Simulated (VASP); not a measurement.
# Ti11Nb4 (a cell with a defect) in VASP: relaxation of the atoms with PBEsol

Aim: the relaxation of the atoms of Ti11Nb4 (a cell with a defect) with PBEsol.

Program: VASP 6.6.1. These are calculated values, not measurements. Logs are shortened: lines on timing, memory, paths and dates and some standing lists are left out, and cuts for length are marked.

### Step 1. The cell of the first run

The cell holds a defect, 15 atoms: a = 8.267 Å, b = 8.267 Å, c = 4.133 Å, α = 90.00°, β = 90.00°, γ = 90.00°.

### Step 2. Relaxation of the atoms, PBEsol

INCAR

```
PREC     = Accurate       # precision mode
ENCUT    = 450            # plane-wave cutoff, eV
EDIFF    = 1E-7           # SCF threshold, eV
ISMEAR   = 0              # smearing method
SIGMA    = 0.1            # smearing width, eV
LREAL    = F              # projectors in reciprocal space
LASPH    = T              # aspherical terms in the spheres
NELM     = 120            # most SCF steps
ALGO     = Normal         # electronic algorithm
ISIF     = 2              # what is computed and relaxed
LWAVE    = F              # write WAVECAR
LCHARG   = F              # write CHGCAR
GGA      = PS             # functional
IBRION   = 2              # ionic algorithm
NSW      = 45             # ionic steps
EDIFFG   = -0.03          # ionic threshold
GGA_COMPAT= F            
NELMIN   = 4            
KPAR     = 4
```

KPOINTS

```
Automatic mesh
0
Gamma
  2 2 4
```

POSCAR

```
Ti11Nb4
1.0
    8.2668660000      0.0000000000      0.0000000000
    0.0000000000      8.2668660000      0.0000000000
    0.0000000000      0.0000000000      4.1334330000
Ti Nb
11 4
Direct
    0.2500000000      0.0000000000      0.5000000000
    0.2500000000      0.2500000000      0.0000000000
    0.0000000000      0.7500000000      0.5000000000
    0.2500000000      0.5000000000      0.5000000000
    0.2500000000      0.7500000000      0.0000000000
    0.5000000000      0.2500000000      0.5000000000
    0.7500000000      0.0000000000      0.5000000000
    0.7500000000      0.2500000000      0.0000000000
    0.5000000000      0.7500000000      0.5000000000
    0.7500000000      0.5000000000      0.5000000000
    0.7500000000      0.7500000000      0.0000000000
    0.0000000000      0.0000000000      0.0000000000
    0.0000000000      0.5000000000      0.0000000000
    0.5000000000      0.0000000000      0.0000000000
    0.5000000000      0.5000000000      0.0000000000
```

Potentials or basis: VASP PAW PBE potentials, release 64 (Ti_sv, Nb_sv).

Launch:

```
$ cat potpaw_PBE.64/Ti_sv/POTCAR potpaw_PBE.64/Nb_sv/POTCAR > POTCAR
$ mpirun -np 4 vasp_std > vasp.out
```

OUTCAR:

```text
PREC = Accurate
   ENCUT = 450
   EDIFF = 1E-7
   ISMEAR = 0
   LREAL = F
   LASPH = T
   NELM = 120
   ISIF = 2
   GGA = PS
   IBRION = 2
   NSW = 45
   EDIFFG = -0.03
   NELMIN = 4

 ion  position               nearest neighbor table
   1  0.250  0.000  0.500-  12 2.92  14 2.92  12 2.92  14 2.92
   2  0.250  0.250  0.000-  12 2.92  13 2.92  14 2.92  15 2.92
   3  0.000  0.750  0.500-  12 2.92  13 2.92  12 2.92  13 2.92
   4  0.250  0.500  0.500-  13 2.92  15 2.92  13 2.92  15 2.92
   5  0.250  0.750  0.000-  12 2.92  13 2.92  14 2.92  15 2.92
   6  0.500  0.250  0.500-  14 2.92  15 2.92  14 2.92  15 2.92
   7  0.750  0.000  0.500-  12 2.92  14 2.92  12 2.92  14 2.92
   8  0.750  0.250  0.000-  12 2.92  13 2.92  14 2.92  15 2.92
   9  0.500  0.750  0.500-  14 2.92  15 2.92  14 2.92  15 2.92
  10  0.750  0.500  0.500-  13 2.92  15 2.92  13 2.92  15 2.92
  11  0.750  0.750  0.000-  12 2.92  13 2.92  14 2.92  15 2.92
  12  0.000  0.000  0.000-   1 2.92   2 2.92   3 2.92   5 2.92   7 2.92   8 2.92  11 2.92   1 2.92
                             3 2.92   7 2.92
  13  0.000  0.500  0.000-   2 2.92   3 2.92   4 2.92   5 2.92   8 2.92  10 2.92  11 2.92   3 2.92
                             4 2.92  10 2.92
  14  0.500  0.000  0.000-   1 2.92   2 2.92   5 2.92   6 2.92   7 2.92   8 2.92   9 2.92  11 2.92
                             1 2.92   6 2.92   7 2.92   9 2.92
  15  0.500  0.500  0.000-   2 2.92   4 2.92   5 2.92   6 2.92   8 2.92   9 2.92  10 2.92  11 2.92
                             4 2.92   6 2.92   9 2.92  10 2.92

  LATTYP: Found a simple tetragonal cell.
 ALAT       =     8.2668660000
 C/A-ratio  =     0.5000000000

  Lattice vectors:

 A1 = (   8.2668660000,   0.0000000000,   0.0000000000)
 A2 = (   0.0000000000,   8.2668660000,   0.0000000000)
 A3 = (   0.0000000000,   0.0000000000,   4.1334330000)

Analysis of symmetry for initial positions (statically):
=====================================================================
 Subroutine PRICEL returns:
 Original cell was already a primitive cell.

 Routine SETGRP: Setting up the symmetry group for a
 simple tetragonal supercell.

 Subroutine GETGRP returns: Found  8 space group operations
 (whereof  4 operations were pure point group operations)
 out of a pool of 16 trial point group operations.

The static configuration has the point symmetry C_2v.
 The point group associated with its full space group is D_2h.

Analysis of symmetry for dynamics (positions and initial velocities):
=====================================================================
 Subroutine PRICEL returns:
 Original cell was already a primitive cell.

 Routine SETGRP: Setting up the symmetry group for a
 simple tetragonal supercell.

 Subroutine GETGRP returns: Found  8 space group operations
 (whereof  4 operations were pure point group operations)
 out of a pool of 16 trial point group operations.

The dynamic configuration has the point symmetry C_2v.
 The point group associated with its full space group is D_2h.

 Subroutine INISYM returns: Found  8 space group operations
 (whereof  4 operations are pure point group operations),
 and found     1 'primitive' translations

----------------------------------------------------------------------------------------

                                     Primitive cell

  volume of cell :     282.4832

  direct lattice vectors                    reciprocal lattice vectors
     8.266866000  0.000000000  0.000000000     0.120964825  0.000000000  0.000000000
     0.000000000  8.266866000  0.000000000     0.000000000  0.120964825  0.000000000
     0.000000000  0.000000000  4.133433000     0.000000000  0.000000000  0.241929650

  length of vectors
     8.266866000  8.266866000  4.133433000     0.120964825  0.120964825  0.241929650

  position of ions in fractional coordinates (direct lattice)
     0.250000000  0.000000000  0.500000000
     0.250000000  0.250000000  0.000000000
     0.000000000  0.750000000  0.500000000
     0.250000000  0.500000000  0.500000000
     0.250000000  0.750000000  0.000000000
     0.500000000  0.250000000  0.500000000
     0.750000000  0.000000000  0.500000000
     0.750000000  0.250000000  0.000000000
     0.500000000  0.750000000  0.500000000
     0.750000000  0.500000000  0.500000000
     0.750000000  0.750000000  0.000000000
     0.000000000  0.000000000  0.000000000
     0.000000000  0.500000000  0.000000000
     0.500000000  0.000000000  0.000000000
     0.500000000  0.500000000  0.000000000

  ion indices of the primitive-cell ions
   primitive index   ion index
                 1           1
                 2           2
                 3           3
                 4           4
                 5           5
                 6           6
                 7           7
                 8           8
                 9           9
                10          10
                11          11
                12          12
                13          13
                14          14
                15          15

----------------------------------------------------------------------------------------

 KPOINTS: Automatic mesh

Automatic generation of k-mesh.
 Grid dimensions read from file:
 generate k-points for:    2    2    4

 Generating k-lattice:

  Cartesian coordinates                     Fractional coordinates (reciprocal lattice)
     0.060482413  0.000000000  0.000000000     0.500000000  0.000000000  0.000000000
     0.000000000  0.060482413  0.000000000     0.000000000  0.500000000  0.000000000
     0.000000000  0.000000000  0.060482413     0.000000000  0.000000000  0.250000000

  Length of vectors
     0.060482413  0.060482413  0.060482413

  Shift w.r.t. Gamma in fractional coordinates (k-lattice)
     0.000000000  0.000000000  0.000000000

 Subroutine IBZKPT returns following result:
 ===========================================

 Found     12 irreducible k-points:

 Following reciprocal coordinates:
            Coordinates               Weight
  0.000000  0.000000  0.000000      1.000000
  0.500000  0.000000  0.000000      1.000000
  0.000000  0.500000  0.000000      1.000000
  0.500000  0.500000  0.000000      1.000000
  0.000000  0.000000  0.250000      2.000000
  0.500000  0.000000  0.250000      2.000000
  0.000000  0.500000  0.250000      2.000000
  0.500000  0.500000  0.250000      2.000000
  0.000000  0.000000  0.500000      1.000000
  0.500000  0.000000  0.500000      1.000000
  0.000000  0.500000  0.500000      1.000000
  0.500000  0.500000  0.500000      1.000000
   k-points           NKPTS =     12   k-points in BZ     NKDIM =     12   number of bands    NBANDS=    110
   number of dos      NEDOS =    301   number of ions     NIONS =     15
   total plane-waves  NPLWV = 108000
   dimension x,y,z NGX =    60 NGY =   60 NGZ =   30
   dimension x,y,z NGXF=   120 NGYF=  120 NGZF=   60
   ions per type =              11   4
   NGX,Y,Z   is equivalent  to a cutoff of  12.07, 12.07, 12.07 a.u.
   NGXF,Y,Z  is equivalent  to a cutoff of  24.13, 24.13, 24.13 a.u.
 SYSTEM =  unknown system
   PREC   = accura    normal or accurate (medium, high low for compatibility)
   ISTART =      0    job   : 0-new  1-cont  2-samecut
   ICHARG =      2    charge: 1-file 2-atom 10-const
   ISPIN  =      1    spin polarized calculation?
   LNONCOLLINEAR =      F non collinear calculations
   LSORBIT =      F    spin-orbit coupling
   LASPH  =      T    aspherical Exc in radial PAW
   ENCUT  =  450.0 eV  33.07 Ry    5.75 a.u.  14.30 14.30  7.15*2*pi/ulx,y,z
   NELM   =    120;   NELMIN=  4; NELMDL= -5     # of ELM steps
   EDIFF  = 0.1E-06   stopping-criterion for ELM
   LREAL  =      F    real-space projection
   EDIFFG = -.3E-01   stopping-criterion for IOM
   NSW    =     45    number of steps for IOM
   IBRION =      2    ionic relax: 0-MD 1-quasi-New 2-CG
   NFREE  =      1    steps in history (QN), initial steepest desc. (CG)
   ISIF   =      2    stress and relaxation
   ISYM   =      2    0-nonsym 1-usesym 2-fastsym
   POTIM  = 0.5000    time-step for ionic-motion
   TEBEG  =    0.0;   TEEND  =   0.0 temperature during run
   PSTRESS=    0.0 pullay stress
   NELECT =     184.0000    total number of electrons
   NUPDOWN=      -1.0000    fix difference up-down
   EMIN   =  10.00;   EMAX   =-10.00  energy-range for DOS
   EFERMI =   0.00;   METHOD = LEGACY
   ISMEAR =     0;   SIGMA  =   0.10  broadening in eV -4-tet -1-fermi 0-gaus
   EFERMI_NEDOS =   21; number of points for ismear=-14 and -15
   IALGO  =     38    algorithm
   IMIX   =      4    mixing-type and parameters
     AMIX     =   0.40;   BMIX     =  1.00
     AMIX_MAG =   1.60;   BMIX_MAG =  1.00
  volume/ion in A,a.u.               =      18.83       127.09
  Fermi-wavevector in a.u.,A,eV,Ry     =   1.419112  2.681732 27.400469  2.013878
  Thomas-Fermi vector in A             =   2.540166
   LORBIT       =      0    0 simple, 1 ext, 2 COOP (PROOUT), +10 PAW based schemes
   GGA     = PS    functional components
   LHFCALC =     F    Hartree Fock is set to
   AEXX    =    0.0000 exact exchange contribution
   IVDW    =     0    specifies the selected vdW correction
   LEPSILON=     F    determine dielectric tensor
   LRPA    =     F    only Hartree local field effects (RPA)
 conjugate gradient relaxation of ions
 non-spin polarized calculation
 Gauss-broadening in eV      SIGMA  =   0.10
  energy-cutoff  :      450.00
  volume of cell :      282.48
 maximum number of plane-waves:      6132
 NGX is ok and might be reduce to    60
   NGX = 29   NGY = 29   NGZ = 15

--------------------------------------- Ionic step        1  -------------------------------------------

 number of electron     184.0000096 magnetization

 Free energy of the ion-electron system (eV)
  ---------------------------------------------------
  ext. energy  EPLUGINS =         0.00000000
  ---------------------------------------------------
  free energy    TOTEN  =      -131.73556975 eV

  energy without entropy =     -131.62615532  energy(sigma->0) =     -131.68086254

------------------------ aborting loop because EDIFF is reached ----------------------------------------

  FORCE on cell =-STRESS in cart. coord.  units (eV):
  Direction    XX          YY          ZZ          XY          YZ          ZX
  --------------------------------------------------------------------------------------
  -------------------------------------------------------------------------------------
  Total      -14.6529130    -13.6141685    -13.8756994      0.0000000      0.0000000      0.0000000
  in kB      -83.1078134    -77.2163031    -78.6996436      0.0000000      0.0000000      0.0000000
  external PRESSURE =     -79.6745867 kB  Pullay stress =       0.0000000 kB
[... 230 lines left out ...]
  energy  without entropy=     -131.6654352844  energy(sigma->0) =     -131.72115461

--------------------------------------- Ionic step        6  -------------------------------------------

 number of electron     184.0000037 magnetization

 Free energy of the ion-electron system (eV)
  ---------------------------------------------------
  ext. energy  EPLUGINS =         0.00000000
  ---------------------------------------------------
  free energy    TOTEN  =      -131.77731574 eV

  energy without entropy =     -131.66553354  energy(sigma->0) =     -131.72142464

 E-fermi :   8.1864     XC(G=0): -11.4996

 val. band max:        8.1808475752   @ k =   0.5000   0.0000   0.0000
 cond. band min:       8.1868434030   @ k =   0.5000   0.5000   0.0000
 fundamental gap:      0.0059958279
 Fermi energy:         8.1864278141

 k-point     1 :       0.0000    0.0000    0.0000
  band No.  band energies     occupation
      1     -48.4193      2.00000
      2     -48.4033      2.00000
      3     -48.3835      2.00000
      4     -48.3820      2.00000
      5     -48.3489      2.00000
      6     -48.3346      2.00000
[... 1273 lines left out ...]
    103       8.7091      0.00000
    104       8.7417      0.00000
 [bands above 104 left out]

------------------------ aborting loop because EDIFF is reached ----------------------------------------

  FORCE on cell =-STRESS in cart. coord.  units (eV):
  Direction    XX          YY          ZZ          XY          YZ          ZX
  --------------------------------------------------------------------------------------
  -------------------------------------------------------------------------------------
  Total      -14.4506520    -12.7672992    -12.6723598      0.0000000      0.0000000      0.0000000
  in kB      -81.9606375    -72.4130634    -71.8745895      0.0000000      0.0000000      0.0000000
  external PRESSURE =     -75.4160968 kB  Pullay stress =       0.0000000 kB
[... 30 lines left out ...]
  FREE ENERGIE OF THE ION-ELECTRON SYSTEM (eV)
  ---------------------------------------------------
  free  energy   TOTEN  =      -131.7773157363 eV

  energy  without entropy=     -131.6655335388  energy(sigma->0) =     -131.72142464

 reached required accuracy - stopping structural energy minimisation
```

Wall time 13 min (4 MPI ranks of Intel Xeon Platinum 8259CL at 2.50GHz (Skylake/Cascade Lake), shared host); peak memory 0.48 GiB.

What came out:

- Free energy: -131.7773 eV
- Energy gained by relaxing: 2.8 meV/atom
- Ionic steps: 6
- Pressure after relaxing: -7.5 GPa
- Largest force after relaxing: 0.021 eV/Å
- Band gap on the k mesh: zero (bands 92 and 93 overlap by 0.38 eV)

Forces in eV/Å, atoms in the order of the input:
```
Ti  -0.011  0.010  0.000
Ti  -0.016  0.000  0.000
Ti   0.000  0.000  0.000
Ti  -0.011 -0.010  0.000
Ti   0.003  0.000  0.000
Ti   0.000  0.000  0.000
Ti   0.011  0.010  0.000
Ti   0.016  0.000  0.000
Ti   0.000  0.000  0.000
Ti   0.011 -0.010  0.000
Ti  -0.003  0.000  0.000
Nb   0.000 -0.004  0.000
Nb   0.000  0.004  0.000
Nb   0.000  0.021  0.000
Nb   0.000 -0.021  0.000
```

Stress tensor (GPa, compression positive):
```
-8.20  0.00  0.00
 0.00 -7.24  0.00
 0.00  0.00 -7.19
```

Step by step:
| step | energy change (eV) | largest force (eV/Å) | pressure (GPa) |
| --- | --- | --- | --- |
| 1 | 0.0000 | 0.3243 | -7.97 |
| 2 | -0.0142 | 0.2556 | -7.89 |
| 3 | -0.0321 | 0.1413 | -7.62 |
| 4 | -0.0367 | 0.1018 | -7.59 |
| 5 | -0.0413 | 0.0339 | -7.54 |
| 6 | -0.0417 | 0.0205 | -7.54 |

Final structure:
```
Ti Nb
1.0
     8.26687    0.00000    0.00000
     0.00000    8.26687    0.00000
     0.00000    0.00000    4.13343
Ti Nb
11 4
Cartesian
  2.0356 0.0206 2.0667
  2.1042 2.0667 0.0000
  0.0000 6.2002 2.0667
  2.0356 4.1129 2.0667
  2.0785 6.2002 0.0000
  4.1334 2.0667 2.0667
  6.2313 0.0206 2.0667
  6.1627 2.0667 0.0000
  4.1334 6.2002 2.0667
  6.2313 4.1129 2.0667
  6.1884 6.2002 0.0000
  0.0000 8.1724 0.0000
  0.0000 4.2279 0.0000
  4.1334 8.2561 0.0000
  4.1334 4.1442 0.0000
```

Caveat: the k points lie up to 0.38 Å⁻¹ apart; the PAW data sets were made with another functional, which shifts forces and pressure a little.
